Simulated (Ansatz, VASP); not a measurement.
BN in VASP and in Ansatz

```
B N
1.0
     0.00000    1.81300    1.66796
     1.81300    0.00000    1.66796
     1.81300    1.81300    0.00000
B N
1 1
Cartesian
  0.0000 0.0000 0.0000
  2.7195 2.7195 2.5019
```

Change from the starting cell: strain +0.000 along x and y, -0.080 along z, atoms carried along.

Alike in both runs: task single point; functional r2SCAN; k mesh 12 × 12 × 12; occupations gaussian, width 0.05 eV; no spin polarisation.

```csv
,VASP,Ansatz
version,VASP 6.6.1,Ansatz 0.2.0
potentials or method,"VASP PAW PBE potentials, release 64 (B, N), cutoff 520 eV","scalar-relativistic, plane waves, PAW"
valence electrons in the cell,8,8
```

|  | VASP | Ansatz | Ansatz less VASP |
| --- | --- | --- | --- |
| gap on the k mesh at the Fermi level (eV) | 3.57 | 3.60 | +0.029 |
| least direct gap on the mesh (eV) | 9.05 | 9.10 | +0.045 |
| pressure (GPa) | 32.3 | 30.9 | -1.38 |
| traceless stress, the component that is largest in VASP (GPa) | 33.69 | 33.79 | +0.101 |

VASP's potentials were made for PBE, not for r2SCAN. Both programs put the cell under a high pressure, so it lies far from rest at this level. With one functional, cell and mesh, what is left measures potentials, basis and numerics.
